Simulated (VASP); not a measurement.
# BaS (P1) in VASP: single point with PBEsol

Aim: the single point of BaS with PBEsol.

Everything below comes from runs of VASP 6.6.1. Logs are shortened: lines on timing, memory, paths and dates and some standing lists are left out, and cuts for length are marked.

## (1) The cell of the first run

The typed cell holds 16 atoms: a = 9.074 Å, b = 9.074 Å, c = 9.074 Å, α = 60.00°, β = 60.00°, γ = 60.00°.

## (2) Single point, PBEsol

The input, INCAR:

```
PREC     = Accurate       # precision mode
ENCUT    = 520            # plane-wave cutoff, eV
EDIFF    = 1E-6           # SCF threshold, eV
ISMEAR   = -1             # smearing method
SIGMA    = 0.19           # smearing width, eV
LREAL    = Auto         
LASPH    = True           # aspherical terms in the spheres
NELM     = 100            # most SCF steps
ALGO     = Normal         # electronic algorithm
ISIF     = 2              # what is computed and relaxed
LWAVE    = False          # write WAVECAR
LCHARG   = False          # write CHGCAR
GGA      = PS             # functional
NBANDS   = 78             # bands
```

The input, KPOINTS:

```
regular mesh
0
Gamma
  2 2 2
```

The input, POSCAR:

```
BaS
1.0
    0.0000000000      6.4161760000      6.4161760000
    6.4161760000      0.0000000000      6.4161760000
    6.4161760000      6.4161760000      0.0000000000
Ba S
8 8
Direct
   -0.0004363191      0.0010142334     -0.0055170712
   -0.0021533854     -0.0035456478      0.4980272517
   -0.0054663401      0.5027740823     -0.0036100942
   -0.0018484530      0.5130591804      0.4975089524
    0.4924131601     -0.0060304611      0.0040113457
    0.5025947698     -0.0023201514      0.4967643500
    0.5054494297      0.4886691855      0.0151450802
    0.4949909416      0.4875129672      0.5044975387
    0.2422428094      0.2619501865      0.2417286402
    0.2656011930      0.2411065407      0.7567069544
    0.2676150872      0.7522431585      0.2344140030
    0.2662072393      0.7365090203      0.7650630999
    0.7396881725      0.2563077291      0.2402406823
    0.7468935547      0.2802442608      0.7554173233
    0.7487616456      0.7428631166      0.2358079797
    0.7458530595      0.7609997762      0.7563647724
```

Potentials or basis: VASP PAW PBE potentials, release 64 (Ba_sv, S).

On the command line:

```bash
> cat potpaw_PBE.64/Ba_sv/POTCAR potpaw_PBE.64/S/POTCAR > POTCAR
> mpirun -np 1 vasp_std > vasp.out
```

OUTCAR:

```text
PREC = Accurate
   ENCUT = 520
   EDIFF = 1E-6
   ISMEAR = -1
   LREAL = Auto
   LASPH = True
   NELM = 100
   ISIF = 2
   GGA = PS

 ion  position               nearest neighbor table
   1  1.000  0.001  0.994-  14 3.17  12 3.18  13 3.22  10 3.25  11 3.26  15 3.27   7 4.46   5 4.48
                             4 4.50   2 4.53   6 4.53   3 4.54   3 4.54   6 4.54   2 4.54   4 4.58
   2  0.998  0.996  0.498-  16 3.13  11 3.26   9 3.27  13 3.31  12 3.44  14 3.48   4 4.39   5 4.49
                             6 4.49   3 4.50   8 4.51   1 4.53   1 4.54   8 4.57   3 4.57   6 4.58
   3  0.995  0.503  0.996-  15 3.08  16 3.14   9 3.16  13 3.22  10 3.22  12 3.25   7 4.42   4 4.46
                             2 4.50   8 4.50   5 4.51   1 4.54   1 4.54   5 4.57   8 4.57   2 4.57
   4  0.998  0.513  0.498-  14 3.11  16 3.25   9 3.25  11 3.27  15 3.29  10 3.38   2 4.39   8 4.43
                             6 4.45   3 4.46   7 4.49   1 4.50   1 4.58   7 4.59   3 4.61   6 4.63
   5  0.492  0.994  0.004-  11 2.99  10 3.04  16 3.09  15 3.13   9 3.25  14 3.48   7 4.48   1 4.48
                             2 4.49   8 4.51   3 4.51   6 4.54   6 4.54   3 4.57   8 4.57   2 4.59
   6  0.503  0.998  0.497-  13 3.18  12 3.20  16 3.23  10 3.23   9 3.31  15 3.31   7 4.41   8 4.45
                             4 4.45   2 4.49   1 4.53   5 4.54   1 4.54   5 4.54   2 4.58   4 4.63
   7  0.505  0.489  0.015-  13 2.95  14 3.01  11 3.10  12 3.14   9 3.15  16 3.29   8 4.39   6 4.41
                             3 4.42   1 4.46   5 4.48   4 4.49   4 4.59   5 4.60   1 4.62   3 4.66
   8  0.495  0.488  0.504-  10 3.06  13 3.18  11 3.20  14 3.25  15 3.27  12 3.28   7 4.39   4 4.43
                             6 4.45   3 4.50   5 4.51   2 4.51   2 4.57   5 4.57   3 4.57   6 4.63
   9  0.242  0.262  0.242-   7 3.15   3 3.16   5 3.25   4 3.25   2 3.27   6 3.31
  10  0.266  0.241  0.757-   5 3.04   8 3.06   3 3.22   6 3.23   1 3.25   4 3.38
  11  0.268  0.752  0.234-   5 2.99   7 3.10   8 3.20   1 3.26   2 3.26   4 3.27
  12  0.266  0.737  0.765-   7 3.14   1 3.18   6 3.20   3 3.25   8 3.28   2 3.44
  13  0.740  0.256  0.240-   7 2.95   8 3.18   6 3.18   1 3.22   3 3.22   2 3.31
  14  0.747  0.280  0.755-   7 3.01   4 3.11   1 3.17   8 3.25   5 3.48   2 3.48
  15  0.749  0.743  0.236-   3 3.08   5 3.13   1 3.27   8 3.27   4 3.29   6 3.31
  16  0.746  0.761  0.756-   5 3.09   2 3.13   3 3.14   6 3.23   4 3.25   7 3.29

  LATTYP: Found a face centered cubic cell.
 ALAT       =    12.8323520000

  Lattice vectors:

 A1 = (   0.0000000000,   6.4161760000,   6.4161760000)
 A2 = (   6.4161760000,   0.0000000000,   6.4161760000)
 A3 = (   6.4161760000,   6.4161760000,   0.0000000000)

Analysis of symmetry for initial positions (statically):
=====================================================================
 Subroutine PRICEL returns:
 Original cell was already a primitive cell.

 Routine SETGRP: Setting up the symmetry group for a
 face centered cubic supercell.

 Subroutine GETGRP returns: Found  1 space group operations
 (whereof  1 operations were pure point group operations)
 out of a pool of 48 trial point group operations.

The static configuration has the point symmetry C_1 .

Analysis of symmetry for dynamics (positions and initial velocities):
=====================================================================
 Subroutine PRICEL returns:
 Original cell was already a primitive cell.

 Routine SETGRP: Setting up the symmetry group for a
 face centered cubic supercell.

 Subroutine GETGRP returns: Found  1 space group operations
 (whereof  1 operations were pure point group operations)
 out of a pool of 48 trial point group operations.

The dynamic configuration has the point symmetry C_1 .

 Subroutine INISYM returns: Found  1 space group operations
 (whereof  1 operations are pure point group operations),
 and found     1 'primitive' translations

----------------------------------------------------------------------------------------

                                     Primitive cell

  volume of cell :     528.2735

  direct lattice vectors                    reciprocal lattice vectors
     0.000000000  6.416176000  6.416176000    -0.077928037  0.077928037  0.077928037
     6.416176000  0.000000000  6.416176000     0.077928037 -0.077928037  0.077928037
     6.416176000  6.416176000  0.000000000     0.077928037  0.077928037 -0.077928037

  length of vectors
     9.073843118  9.073843118  9.073843118     0.134975319  0.134975319  0.134975319

  position of ions in fractional coordinates (direct lattice)
     0.999563681  0.001014233  0.994482929
     0.997846615  0.996454352  0.498027252
     0.994533660  0.502774082  0.996389906
     0.998151547  0.513059180  0.497508952
     0.492413160  0.993969539  0.004011346
     0.502594770  0.997679849  0.496764350
[... 8 lines left out ...]
     0.748761646  0.742863117  0.235807980
     0.745853059  0.760999776  0.756364772

  ion indices of the primitive-cell ions
   primitive index   ion index
                 1           1
                 2           2
                 3           3
                 4           4
                 5           5
                 6           6
[... 8 lines left out ...]
                15          15
                16          16

----------------------------------------------------------------------------------------

 KPOINTS: regular mesh

Automatic generation of k-mesh.
 Grid dimensions read from file:
 generate k-points for:    2    2    2

 Generating k-lattice:

  Cartesian coordinates                     Fractional coordinates (reciprocal lattice)
    -0.038964018  0.038964018  0.038964018     0.500000000  0.000000000  0.000000000
     0.038964018 -0.038964018  0.038964018     0.000000000  0.500000000  0.000000000
     0.038964018  0.038964018 -0.038964018     0.000000000  0.000000000  0.500000000

  Length of vectors
     0.067487660  0.067487660  0.067487660

  Shift w.r.t. Gamma in fractional coordinates (k-lattice)
     0.000000000  0.000000000  0.000000000

 Subroutine IBZKPT returns following result:
 ===========================================

 Found      8 irreducible k-points:

 Following reciprocal coordinates:
            Coordinates               Weight
  0.000000  0.000000  0.000000      1.000000
  0.500000  0.000000  0.000000      1.000000
  0.000000  0.500000  0.000000      1.000000
  0.000000  0.000000  0.500000      1.000000
  0.500000  0.500000  0.500000      1.000000
  0.500000  0.500000  0.000000      1.000000
  0.000000  0.500000  0.500000      1.000000
  0.500000  0.000000  0.500000      1.000000
   k-points           NKPTS =      8   k-points in BZ     NKDIM =      8   number of bands    NBANDS=     78
   number of dos      NEDOS =    301   number of ions     NIONS =     16
   total plane-waves  NPLWV = 343000
   dimension x,y,z NGX =    70 NGY =   70 NGZ =   70
   dimension x,y,z NGXF=   140 NGYF=  140 NGZF=  140
   ions per type =               8   8
   NGX,Y,Z   is equivalent  to a cutoff of  12.83, 12.83, 12.83 a.u.
   NGXF,Y,Z  is equivalent  to a cutoff of  25.65, 25.65, 25.65 a.u.
 SYSTEM =  unknown system
   PREC   = accura    normal or accurate (medium, high low for compatibility)
   ISTART =      0    job   : 0-new  1-cont  2-samecut
   ICHARG =      2    charge: 1-file 2-atom 10-const
   ISPIN  =      1    spin polarized calculation?
   LNONCOLLINEAR =      F non collinear calculations
   LSORBIT =      F    spin-orbit coupling
   LASPH  =      T    aspherical Exc in radial PAW
   ENCUT  =  520.0 eV  38.22 Ry    6.18 a.u.  16.87 16.87 16.87*2*pi/ulx,y,z
   NELM   =    100;   NELMIN=  2; NELMDL= -5     # of ELM steps
   EDIFF  = 0.1E-05   stopping-criterion for ELM
   LREAL  =      T    real-space projection
   EDIFFG = 0.1E-04   stopping-criterion for IOM
   NSW    =      0    number of steps for IOM
[... 5 lines left out ...]
   TEBEG  =    0.0;   TEEND  =   0.0 temperature during run
   PSTRESS=    0.0 pullay stress
   NELECT =     128.0000    total number of electrons
   NUPDOWN=      -1.0000    fix difference up-down
   EMIN   =  10.00;   EMAX   =-10.00  energy-range for DOS
   EFERMI =   0.00;   METHOD = LEGACY
   ISMEAR =    -1;   SIGMA  =   0.19  broadening in eV -4-tet -1-fermi 0-gaus
   EFERMI_NEDOS =   21; number of points for ismear=-14 and -15
   IALGO  =     38    algorithm
   IMIX   =      4    mixing-type and parameters
     AMIX     =   0.40;   BMIX     =  1.00
     AMIX_MAG =   1.60;   BMIX_MAG =  1.00
  volume/ion in A,a.u.               =      33.02       222.81
  Fermi-wavevector in a.u.,A,eV,Ry     =   1.020607  1.928668 14.172355  1.041639
  Thomas-Fermi vector in A             =   2.154186
   LORBIT       =      0    0 simple, 1 ext, 2 COOP (PROOUT), +10 PAW based schemes
   GGA     = PS    functional components
   LHFCALC =     F    Hartree Fock is set to
   AEXX    =    0.0000 exact exchange contribution
   IVDW    =     0    specifies the selected vdW correction
   LEPSILON=     F    determine dielectric tensor
   LRPA    =     F    only Hartree local field effects (RPA)
 non-spin polarized calculation
  energy-cutoff  :      520.00
  volume of cell :      528.27
 maximum number of plane-waves:     14280
 NGX is ok and might be reduce to    70
   NGX = 33   NGY = 33   NGZ = 33

 number of electron     127.9999999 magnetization

 Free energy of the ion-electron system (eV)
  ---------------------------------------------------
  ext. energy  EPLUGINS =         0.00000000
  ---------------------------------------------------
  free energy    TOTEN  =       -85.06718882 eV

  energy without entropy =      -85.04345785  energy(sigma->0) =      -85.05532334

 E-fermi :   2.4555     XC(G=0):  -8.7612

 val. band max:        1.3188114015   @ k =   0.0000   0.0000   0.0000
 cond. band min:       3.2585184927   @ k =   0.0000   0.0000   0.0000
 fundamental gap:      1.9397070913
 Fermi energy:         2.4555470015

 k-point     1 :       0.0000    0.0000    0.0000
  band No.  band energies     occupation
      1     -25.1724      2.00000
      2     -24.9608      2.00000
      3     -24.9087      2.00000
      4     -24.8267      2.00000
      5     -24.7602      2.00000
      6     -24.6398      2.00000
[... 68 lines left out ...]
     75       6.4876      0.00000
     76       6.6230      0.00000
[... 551 lines left out ...]
     75       5.8087      0.00000
     76       5.9241      0.00000
 [bands above 76 left out]

------------------------ aborting loop because EDIFF is reached ----------------------------------------

  FORCE on cell =-STRESS in cart. coord.  units (eV):
  Direction    XX          YY          ZZ          XY          YZ          ZX
  --------------------------------------------------------------------------------------
  -------------------------------------------------------------------------------------
  Total       -2.3831805     -1.7988340     -2.4949676     -0.1995547     -0.1544773     -0.1513753
  in kB       -7.2278432     -5.4556043     -7.5668774     -0.6052206     -0.4685073     -0.4590994
  external PRESSURE =      -6.7501083 kB  Pullay stress =       0.0000000 kB

 VOLUME and BASIS-vectors are now :
 -----------------------------------------------------------------------------
  energy-cutoff  :      520.00
  volume of cell :      528.27
      direct lattice vectors                 reciprocal lattice vectors
     0.000000000  6.416176000  6.416176000    -0.077928037  0.077928037  0.077928037
     6.416176000  0.000000000  6.416176000     0.077928037 -0.077928037  0.077928037
     6.416176000  6.416176000  0.000000000     0.077928037  0.077928037 -0.077928037

 POSITION                                       TOTAL-FORCE (eV/Angst)
 -----------------------------------------------------------------------------------
      6.38729     12.79415      6.41988        -0.144570     -0.000042     -0.011941
      9.58886      9.59779     12.79579         0.232038      0.125265      0.365442
      9.61890     12.77412      9.60699        -0.042823      0.296438      0.148971
      6.48398      9.59642      9.69619        -0.271787     -0.090328     -0.228241
      6.40322      3.18515      9.53689         0.267760      0.197602      0.531292
      9.58862      6.41206      9.62603        -0.039062     -0.077675     -0.301445
[... 8 lines left out ...]
      6.27933      6.31717      9.57053         0.462200      0.370552      0.176308
      9.73568      9.63849      9.66823        -0.421939     -0.182431      0.169920
 -----------------------------------------------------------------------------------
    total drift:                               -0.000224      0.000885      0.001116

  FREE ENERGIE OF THE ION-ELECTRON SYSTEM (eV)
  ---------------------------------------------------
  free  energy   TOTEN  =       -85.0671888202 eV

  energy  without entropy=      -85.0434578515  energy(sigma->0) =      -85.05532334
```

Wall time 28 min (1 thread of Oxide Virtual Turin-like, shared host); peak memory 0.74 GiB.

Results:

| Quantity | Value |
| --- | --- |
| Free energy | -85.0672 eV |
| Pressure | -0.7 GPa |
| Largest force | 0.978 eV/Å |
| Band gap on the k mesh | 1.94 eV |

Forces in eV/Å, atoms in the order of the input:
```
Ba  -0.145  0.000 -0.012
Ba   0.232  0.125  0.365
Ba  -0.043  0.296  0.149
Ba  -0.272 -0.090 -0.228
Ba   0.268  0.198  0.531
Ba  -0.039 -0.078 -0.301
Ba  -0.015 -0.827  0.042
Ba   0.313  0.271  0.512
S    0.116  0.349 -0.298
S   -0.103 -0.640 -0.238
S    0.616 -0.033 -0.596
S   -0.068 -0.734 -0.019
S   -0.045  0.976 -0.055
S   -0.856 -0.001 -0.199
S    0.462  0.371  0.176
S   -0.422 -0.182  0.170
```

Levels at points of the mesh, in eV from the valence-band top:
```tsv
k point	band 60	band 61	band 62	band 63	band 64	band 65	band 66	band 67	band 68	band 69
(0.00, 0.00, 0.00)	-0.16	-0.13	-0.05	-0.02	0.00	1.94	2.01	2.04	3.24	3.68
(0.50, 0.00, 0.00)	-0.61	-0.56	-0.50	-0.46	-0.45	3.05	3.16	3.23	3.32	3.37
(0.00, 0.50, 0.00)	-0.61	-0.57	-0.54	-0.49	-0.43	3.08	3.17	3.23	3.29	3.37
(0.00, 0.00, 0.50)	-0.60	-0.56	-0.54	-0.50	-0.42	3.02	3.12	3.15	3.37	3.39
(0.50, 0.50, 0.50)	-0.54	-0.51	-0.50	-0.46	-0.42	3.05	3.11	3.15	3.39	3.44
(0.50, 0.50, 0.00)	-0.41	-0.22	-0.18	-0.16	-0.14	2.59	2.68	3.82	3.88	4.09
(0.00, 0.50, 0.50)	-0.39	-0.22	-0.19	-0.17	-0.14	2.64	2.69	3.84	3.91	4.02
(0.50, 0.00, 0.50)	-0.35	-0.23	-0.20	-0.18	-0.14	2.63	2.69	3.83	3.95	3.99
```

Caveat: the k points lie up to 0.42 Å⁻¹ apart; the atoms stand as in a frame of molecular dynamics; the PAW data sets were made with another functional, which shifts forces and pressure a little; spin-orbit coupling is left out, which moves the levels of the heavy elements.
